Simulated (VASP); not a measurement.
# Sc (a cell with a defect) in VASP: single point with PBEsol

Aim: the single point of Sc (a cell with a defect) with PBEsol.

Everything below comes from runs of VASP 6.6.1. Logs are shortened: lines on timing, memory, paths and dates and some standing lists are left out, and cuts for length are marked.

**1. The cell of the first run**

The cell holds a defect, 13 atoms: a = 6.620 Å, b = 9.930 Å, c = 5.276 Å, α = 90.00°, β = 90.00°, γ = 120.00°.

**2. Single point, PBEsol**

Input file INCAR:

```
PREC     = Accurate       # precision mode
ENCUT    = 520            # plane-wave cutoff, eV
EDIFF    = 1E-6           # SCF threshold, eV
ISMEAR   = -1             # smearing method
SIGMA    = 0.15           # smearing width, eV
LREAL    = False          # projectors in reciprocal space
LASPH    = True           # aspherical terms in the spheres
NELM     = 80             # most SCF steps
ALGO     = Normal         # electronic algorithm
ISIF     = 2              # what is computed and relaxed
LWAVE    = False          # write WAVECAR
LCHARG   = False          # write CHGCAR
GGA      = PS             # functional
NBANDS   = 84             # bands
```

Input file KPOINTS:

```
regular mesh
0
Gamma
  3 2 3
```

Input file POSCAR:

```
Sc
1.0
    6.6200000000      0.0000000000      0.0000000000
   -4.9650000000      8.5996320000      0.0000000000
    0.0000000000      0.0000000000      5.2761400000
Sc
13
Direct
    0.0291028400     -0.0037237701     -0.0387383332
    0.1705940845      0.2318766253      0.5248823898
    0.0695796563      0.3888826061      0.0306214678
    0.1898218675      0.5780859985      0.5280425577
   -0.0397880234      0.6489642373      0.0140950120
    0.1936023549      0.9074637082      0.4058357782
    0.3961295647     -0.1015995145     -0.1351806932
    0.6888360640      0.2436725539      0.6179604693
    0.5031416470      0.3276826688      0.0596835858
    0.6649162090      0.5536647813      0.5336656532
    0.5307052851      0.6737920431      0.0386099620
    0.7085314059      0.8800089409      0.5027034805
    0.7177521444      0.1056847213      0.1665080702
```

Potentials or basis: VASP PAW PBE potentials, release 64 (Sc_sv).

Launch:

```console
cat potpaw_PBE.64/Sc_sv/POTCAR > POTCAR
mpirun -np 1 vasp_std > vasp.out
```

OUTCAR:

```text
PREC = Accurate
   ENCUT = 520
   EDIFF = 1E-6
   ISMEAR = -1
   LREAL = False
   LASPH = True
   NELM = 80
   ISIF = 2
   GGA = PS

 ion  position               nearest neighbor table
   1  0.029  0.996  0.961-   6 2.90  13 2.97  12 3.04   2 3.08   7 3.08   5 3.26   9 3.26  11 3.28
                             6 3.39  12 3.40
   2  0.171  0.232  0.525-   1 3.08   9 3.11  13 3.22  10 3.23   3 3.27   8 3.29  12 3.30   3 3.32
                             6 3.36   4 3.38   9 3.41   8 3.41
   3  0.070  0.389  0.031-  13 2.70  11 2.95   5 3.01   8 3.09   4 3.09   4 3.11   9 3.22   2 3.27
                             2 3.32
   4  0.190  0.578  0.528-   3 3.09   3 3.11   5 3.23  12 3.24  11 3.24  10 3.27   7 3.29   6 3.32
                            11 3.33   5 3.35   8 3.35  10 3.36   2 3.38
   5  0.960  0.649  0.014-   7 2.82  11 2.98   3 3.01   6 3.05  10 3.05   9 3.12  10 3.22   4 3.23
                             1 3.26   4 3.35
   6  0.194  0.907  0.406-   7 2.79   1 2.90   5 3.05  12 3.13   7 3.17  13 3.27   4 3.32   2 3.36
                             1 3.39
   7  0.396  0.898  0.865-  13 2.63   6 2.79   5 2.82  12 2.89  11 2.93   1 3.08   6 3.17   8 3.25
                             4 3.29
   8  0.689  0.244  0.618-  13 2.80   9 2.94   3 3.09  10 3.19  13 3.25   7 3.25   2 3.29   4 3.35
                             2 3.41
   9  0.503  0.328  0.060-   8 2.94   2 3.11   5 3.12  10 3.17  13 3.21   3 3.22   1 3.26  11 3.35
                            10 3.39   2 3.41
  10  0.665  0.554  0.534-   5 3.05  12 3.11   9 3.17  11 3.18   8 3.19  11 3.22   5 3.22   2 3.23
                             4 3.27   4 3.36   9 3.39
  11  0.531  0.674  0.039-   7 2.93   3 2.95   5 2.98  12 3.03  10 3.18  10 3.22   4 3.24   1 3.28
                             4 3.33  12 3.34   9 3.35
  12  0.709  0.880  0.503-  13 2.83   7 2.89  11 3.03   1 3.04  10 3.11   6 3.13   4 3.24   2 3.30
                            11 3.34   1 3.40
  13  0.718  0.106  0.167-   7 2.63   3 2.70   8 2.80  12 2.83   1 2.97   9 3.21   2 3.22   8 3.25
                             6 3.27

  LATTYP: Found a simple monoclinic cell.
 ALAT       =     6.6200000000
 B/A-ratio  =     0.7970000000
 C/A-ratio  =     1.3228756170
 COS(beta)  =    -0.1889822420

  Lattice vectors:

 A1 = (   6.6200000000,   0.0000000000,   0.0000000000)
 A2 = (   0.0000000000,   0.0000000000,   5.2761400000)
 A3 = (  -1.6550000000,  -8.5996320000,   0.0000000000)

Analysis of symmetry for initial positions (statically):
=====================================================================
 Subroutine PRICEL returns:
 Original cell was already a primitive cell.

 Routine SETGRP: Setting up the symmetry group for a
 simple monoclinic supercell.

 Subroutine GETGRP returns: Found  1 space group operations
 (whereof  1 operations were pure point group operations)
 out of a pool of  4 trial point group operations.

The static configuration has the point symmetry C_1 .

Analysis of symmetry for dynamics (positions and initial velocities):
=====================================================================
 Subroutine PRICEL returns:
 Original cell was already a primitive cell.

 Routine SETGRP: Setting up the symmetry group for a
 simple monoclinic supercell.

 Subroutine GETGRP returns: Found  1 space group operations
 (whereof  1 operations were pure point group operations)
 out of a pool of  4 trial point group operations.

The dynamic configuration has the point symmetry C_1 .

 Subroutine INISYM returns: Found  1 space group operations
 (whereof  1 operations are pure point group operations),
 and found     1 'primitive' translations

----------------------------------------------------------------------------------------

                                     Primitive cell

  volume of cell :     300.3683

  direct lattice vectors                    reciprocal lattice vectors
     6.620000000  0.000000000  0.000000000     0.151057402  0.087213034  0.000000000
    -4.965000000  8.599632000  0.000000000     0.000000000  0.116284046  0.000000000
     0.000000000  0.000000000  5.276140000     0.000000000  0.000000000  0.189532499

  length of vectors
     6.620000000  9.929999775  5.276140000     0.174426065  0.116284046  0.189532499

  position of ions in fractional coordinates (direct lattice)
     0.029102840  0.996276230  0.961261667
[... 66 lines left out ...]
|                                                                             |
 -----------------------------------------------------------------------------

 Subroutine IBZKPT returns following result:
 ===========================================

 Found     10 irreducible k-points:

 Following reciprocal coordinates:
            Coordinates               Weight
  0.000000  0.000000  0.000000      1.000000
  0.333333  0.000000  0.000000      2.000000
  0.000000  0.500000  0.000000      1.000000
  0.333333  0.500000  0.000000      2.000000
  0.000000  0.000000  0.333333      2.000000
  0.333333  0.000000  0.333333      2.000000
 -0.333333 -0.000000  0.333333      2.000000
  0.000000  0.500000  0.333333      2.000000
  0.333333  0.500000  0.333333      2.000000
 -0.333333  0.500000  0.333333      2.000000
   k-points           NKPTS =     10   k-points in BZ     NKDIM =     10   number of bands    NBANDS=     84
   number of dos      NEDOS =    301   number of ions     NIONS =     13
   total plane-waves  NPLWV = 160000
   dimension x,y,z NGX =    50 NGY =   80 NGZ =   40
   dimension x,y,z NGXF=   100 NGYF=  160 NGZF=   80
   ions per type =              13
   NGX,Y,Z   is equivalent  to a cutoff of  12.56, 13.39, 12.60 a.u.
   NGXF,Y,Z  is equivalent  to a cutoff of  25.11, 26.79, 25.21 a.u.
 SYSTEM =  unknown system
   PREC   = accura    normal or accurate (medium, high low for compatibility)
   ISTART =      0    job   : 0-new  1-cont  2-samecut
   ICHARG =      2    charge: 1-file 2-atom 10-const
   ISPIN  =      1    spin polarized calculation?
   LNONCOLLINEAR =      F non collinear calculations
   LSORBIT =      F    spin-orbit coupling
   LASPH  =      T    aspherical Exc in radial PAW
   ENCUT  =  520.0 eV  38.22 Ry    6.18 a.u.  12.31 18.46  9.81*2*pi/ulx,y,z
   NELM   =     80;   NELMIN=  2; NELMDL= -5     # of ELM steps
   EDIFF  = 0.1E-05   stopping-criterion for ELM
   LREAL  =      F    real-space projection
   EDIFFG = 0.1E-04   stopping-criterion for IOM
   NSW    =      0    number of steps for IOM
   IBRION =     -1    ionic relax: 0-MD 1-quasi-New 2-CG
   NFREE  =      0    steps in history (QN), initial steepest desc. (CG)
   ISIF   =      2    stress and relaxation
   ISYM   =      2    0-nonsym 1-usesym 2-fastsym
   POTIM  = 0.5000    time-step for ionic-motion
   TEBEG  =    0.0;   TEEND  =   0.0 temperature during run
   PSTRESS=    0.0 pullay stress
   NELECT =     143.0000    total number of electrons
   NUPDOWN=      -1.0000    fix difference up-down
   EMIN   =  10.00;   EMAX   =-10.00  energy-range for DOS
   EFERMI =   0.00;   METHOD = LEGACY
   ISMEAR =    -1;   SIGMA  =   0.15  broadening in eV -4-tet -1-fermi 0-gaus
   EFERMI_NEDOS =   21; number of points for ismear=-14 and -15
   IALGO  =     38    algorithm
   IMIX   =      4    mixing-type and parameters
     AMIX     =   0.40;   BMIX     =  1.00
     AMIX_MAG =   1.60;   BMIX_MAG =  1.00
  volume/ion in A,a.u.               =      23.11       155.92
  Fermi-wavevector in a.u.,A,eV,Ry     =   1.278308  2.415652 22.232885  1.634071
  Thomas-Fermi vector in A             =   2.410858
   LORBIT       =      0    0 simple, 1 ext, 2 COOP (PROOUT), +10 PAW based schemes
   GGA     = PS    functional components
   LHFCALC =     F    Hartree Fock is set to
   AEXX    =    0.0000 exact exchange contribution
   IVDW    =     0    specifies the selected vdW correction
   LEPSILON=     F    determine dielectric tensor
   LRPA    =     F    only Hartree local field effects (RPA)
 non-spin polarized calculation
  energy-cutoff  :      520.00
  volume of cell :      300.37
 maximum number of plane-waves:      8103
 NGX is ok and might be reduce to    50
   NGX = 25   NGY = 37   NGZ = 19

 number of electron     143.0000000 magnetization

 Free energy of the ion-electron system (eV)
  ---------------------------------------------------
  ext. energy  EPLUGINS =         0.00000000
  ---------------------------------------------------
  free energy    TOTEN  =       -84.47807675 eV

  energy without entropy =      -82.96690232  energy(sigma->0) =      -83.72248953

 E-fermi :   3.9065     XC(G=0): -10.2361

 val. band max:        3.8980122983   @ k =   0.0000   0.0000   0.3333
 cond. band min:       3.9086428142   @ k =   0.3333   0.0000   0.3333
 fundamental gap:      0.0106305159
 Fermi energy:         3.9065024725

 k-point     1 :       0.0000    0.0000    0.0000
  band No.  band energies     occupation
      1     -45.2462      2.00000
      2     -45.2207      2.00000
      3     -45.1863      2.00000
      4     -45.1552      2.00000
      5     -45.1528      2.00000
      6     -45.1034      2.00000
[... 849 lines left out ...]
     82       4.8412      0.00393
     83       4.9656      0.00171
 [bands above 83 left out]

------------------------ aborting loop because EDIFF is reached ----------------------------------------

  FORCE on cell =-STRESS in cart. coord.  units (eV):
  Direction    XX          YY          ZZ          XY          YZ          ZX
  --------------------------------------------------------------------------------------
  -------------------------------------------------------------------------------------
  Total        1.6246043      3.2410942      5.4870064      0.9092871      1.4024263      0.8517399
  in kB        8.6657072     17.2881319     29.2679216      4.8501754      7.4806004      4.5432163
  external PRESSURE =      18.4072535 kB  Pullay stress =       0.0000000 kB

 VOLUME and BASIS-vectors are now :
 -----------------------------------------------------------------------------
  energy-cutoff  :      520.00
  volume of cell :      300.37
      direct lattice vectors                 reciprocal lattice vectors
     6.620000000  0.000000000  0.000000000     0.151057402  0.087213034  0.000000000
    -4.965000000  8.599632000  0.000000000     0.000000000  0.116284046  0.000000000
     0.000000000  0.000000000  5.276140000     0.000000000  0.000000000  0.189532499

 POSITION                                       TOTAL-FORCE (eV/Angst)
 -----------------------------------------------------------------------------------
     -4.75385      8.56761      5.07175        -0.010082      0.018678     -0.020320
     -0.02193      1.99405      2.76935        -0.001344      0.003433      0.010644
     -1.47018      3.34425      0.16156         0.011791     -0.020828     -0.009680
     -1.61358      4.97133      2.78603        -0.011721      0.001777      0.002335
      3.13450      5.58085      0.07437        -0.007421      0.005921     -0.007291
     -3.22391      7.80385      2.14125         0.005015     -0.012380      0.026711
     -1.83818      7.72591      4.56291         0.044246     -0.005099     -0.007004
      3.35026      2.09549      3.26045         0.007164     -0.011106      0.026257
      1.70385      2.81795      0.31490        -0.007438     -0.003964     -0.016143
      1.65280      4.76131      2.81569        -0.001466      0.002634      0.011082
      0.16789      5.79436      0.20371         0.002998     -0.004330     -0.009244
      0.32123      7.56775      2.65233        -0.005040     -0.000590     -0.009179
      4.22679      0.90885      0.87852        -0.026703      0.025855      0.001833
 -----------------------------------------------------------------------------------
    total drift:                               -0.000077      0.000124     -0.000484

  FREE ENERGIE OF THE ION-ELECTRON SYSTEM (eV)
  ---------------------------------------------------
  free  energy   TOTEN  =       -84.4780767470 eV

  energy  without entropy=      -82.9669023222  energy(sigma->0) =      -83.72248953
```

It took 14 min on 1 thread of AMD EPYC 7R43 (Zen 3), shared host; peak memory 0.42 GiB.

What came out:

```yaml
Free_energy: -84.4781 eV
Pressure: 1.8 GPa
Largest_force: 0.045 eV/Å
Band_gap_on_the_k_mesh: zero (an odd number of electrons rules out a gap without spin polarisation)
```

Forces in eV/Å, atoms in the order of the input:
```
Sc  -0.010  0.019 -0.020
Sc  -0.001  0.003  0.011
Sc   0.012 -0.021 -0.010
Sc  -0.012  0.002  0.002
Sc  -0.007  0.006 -0.007
Sc   0.005 -0.012  0.027
Sc   0.044 -0.005 -0.007
Sc   0.007 -0.011  0.026
Sc  -0.007 -0.004 -0.016
Sc  -0.001  0.003  0.011
Sc   0.003 -0.004 -0.009
Sc  -0.005 -0.001 -0.009
Sc  -0.027  0.026  0.002
```

Caveat: the k points lie up to 0.40 Å⁻¹ apart, too coarse for converged energies and pressures of a metal; the PAW data sets were made with another functional, which shifts forces and pressure a little.
